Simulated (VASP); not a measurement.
Write the native input for VASP 6.6.1 that does the following.

```
Task                   : single point
Functional             : LDA
Potentials or basis    : VASP PAW LDA potentials, release 64 (Mg, S)
Cutoff                 : 520 eV
k mesh                 : 16 × 16 × 1
Occupations            : gaussian, width 0.05 eV
Spin                   : no spin polarisation
Dipole correction      : yes
Further INCAR settings : ALGO = Normal; EDIFF = 1e-07; NBANDS = 31
```

The structure of MgS lies in POSCAR:

```
MgS
1.0
    3.6792887100      0.0000000000      0.0000000000
    0.0000000000      3.6792887100      0.0000000000
    0.0000000000      0.0000000000     30.4065999693
Mg S
5 5
Direct
    0.5000000000      0.5000000000      0.3288759680
    0.0000000000      0.0000000000      0.4144379840
    0.5000000000      0.5000000000      0.4977216429
    0.0000000000      0.0000000000      0.5835129079
    0.5000000000      0.5000000000      0.6620566347
    0.0000000000      0.0000000000      0.3288759680
    0.5000000000      0.5000000000      0.4144379840
    0.0000000000      0.0000000000      0.4985127360
    0.5000000000      0.5000000000      0.5810541915
    0.0000000000      0.0000000000      0.6679500208
```

One way to write it, as run:

INCAR

```
PREC     = Accurate       # precision mode
ENCUT    = 520            # plane-wave cutoff, eV
EDIFF    = 1E-7           # SCF threshold, eV
ISMEAR   = 0              # smearing method
SIGMA    = 0.05           # smearing width, eV
LREAL    = False          # projectors in reciprocal space
LASPH    = True           # aspherical terms in the spheres
NELM     = 100            # most SCF steps
ALGO     = Normal         # electronic algorithm
ISIF     = 2              # what is computed and relaxed
LWAVE    = False          # write WAVECAR
LCHARG   = False          # write CHGCAR
LDIPOL   = True         
IDIPOL   = 3            
DIPOL    = 0.5 0.5 0.498
GGA      = CA             # functional
NBANDS   = 31             # bands
```

KPOINTS

```
Automatic mesh
0
Gamma
  16 16 1
```

Potentials or basis: VASP PAW LDA potentials, release 64 (Mg, S).

Run with:

```console
$ cat potpaw_LDA.64/Mg/POTCAR potpaw_LDA.64/S/POTCAR > POTCAR
$ mpirun -np 1 vasp_std > vasp.out
```

It gave:

```yaml
Largest_force: 0.748 eV/Å
Band_gap_on_the_k_mesh: 2.33 eV (least direct gap 2.75 eV)
```

It took 18 min on 1 thread of Intel(R) Xeon(R) Platinum 8259CL CPU @ 2.50GHz (Skylake/Cascade Lake), on a shared host, peak memory 0.64 GiB.
